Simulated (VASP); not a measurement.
Wanted: the native input for a VASP 6.6.1 run.

```
Task                   : relaxation of cell and atoms
Functional             : r2SCAN
Potentials or basis    : VASP PAW PBE potentials, release 64 (Na_pv, Li_sv, Hg)
Cutoff                 : 600 eV
k mesh                 : 4 × 4 × 4
Occupations            : gaussian, width 0.1 eV
Spin                   : no spin polarisation
Dipole correction      : no
Further INCAR settings : ALGO = Normal; EDIFF = 1e-06; IBRION = 2; EDIFFG = -0.04; NSW = 90; ISIF = 3
```

NaLi4Hg:

```xyz
6
Lattice="0.0000 3.5305 3.5305 3.5305 0.0000 3.5305 3.5305 3.5305 0.0000" Properties=species:S:1:pos:R:3 pbc="T T T"
Na    1.7652    1.7652    1.7652
Li    2.6424    4.4185    2.6424
Li    2.6424    2.6424    4.4185
Li    4.4185    4.4185    4.4185
Li    4.4185    2.6424    2.6424
Hg    0.0000    0.0000    0.0000
```

These files were run (other wordings do the same):

POSCAR

```
NaLi4Hg
1.0
    0.0000000000      3.5304681950      3.5304681950
    3.5304681950      0.0000000000      3.5304681950
    3.5304681950      3.5304681950      0.0000000000
Na Li Hg
1 4 1
Direct
    0.2500000000      0.2500000000      0.2500000000
    0.6257700000      0.1226900000      0.6257700000
    0.6257700000      0.6257700000      0.1226900000
    0.6257700000      0.6257700000      0.6257700000
    0.1226900000      0.6257700000      0.6257700000
    0.0000000000      0.0000000000      0.0000000000
```

INCAR.step1

```
SYSTEM = NaLi4Hg
PREC = Accurate
ENCUT = 600
ISMEAR = 0
SIGMA = 0.1
LREAL = .False.
LASPH = .True.
NELM = 60
GGA = PE
ALGO = Normal
EDIFF = 1E-4
LWAVE = .True.
LCHARG = .False.
```

INCAR.step2

```
SYSTEM = NaLi4Hg
PREC = Accurate
ENCUT = 600
EDIFF = 1E-6
ISMEAR = 0
SIGMA = 0.1
LREAL = .False.
LASPH = .True.
NELM = 60
ALGO = Normal
ISIF = 3
LWAVE = .False.
LCHARG = .False.
METAGGA = R2SCAN
LMIXTAU = .True.
IBRION = 2
NSW = 90
EDIFFG = -0.04
ISTART = 1
```

KPOINTS

```
Automatic mesh
0
Gamma
  4 4 4
  0 0 0
```

Potentials or basis: VASP PAW PBE potentials, release 64 (Na_pv, Li_sv, Hg).

Launch:

```sh
$ cat potpaw_PBE.64/Na_pv/POTCAR potpaw_PBE.64/Li_sv/POTCAR potpaw_PBE.64/Hg/POTCAR > POTCAR
$ cp INCAR.step1 INCAR
$ mpirun -np 1 vasp_std > vasp.out
$ cp INCAR.step2 INCAR
$ mpirun -np 1 vasp_std > vasp.out
```

It gave:

* Relaxed volume: 19.76 Å³/atom
* Relaxed cell: a = 5.514 Å, b = 5.514 Å, c = 5.514 Å, α = 60.00°, β = 60.00°, γ = 60.00°
* Space group after relaxing (to 0.05 Å): F-43m (No. 216)
* Energy gained by relaxing: 131.8 meV/atom
* Ionic steps: 5
* Pressure after relaxing: -0.1 GPa
* Largest force after relaxing: 0.029 eV/Å

Caveat: the k points lie up to 0.35 Å⁻¹ apart in the final cell; the cutoff is under 1.25 times the usual one of these potentials, so pressure, stress and relaxed cells hold a basis-set (Pulay) error; the volume moved by over 15 % at a fixed basis, so the end points are rough; the PAW data sets were made with another functional, which shifts forces and pressure a little.

Run time: 3.9 min on 1 thread of Intel(R) Xeon(R) 6975P-C (Granite Rapids) (shared host), peak memory 0.26 GiB.
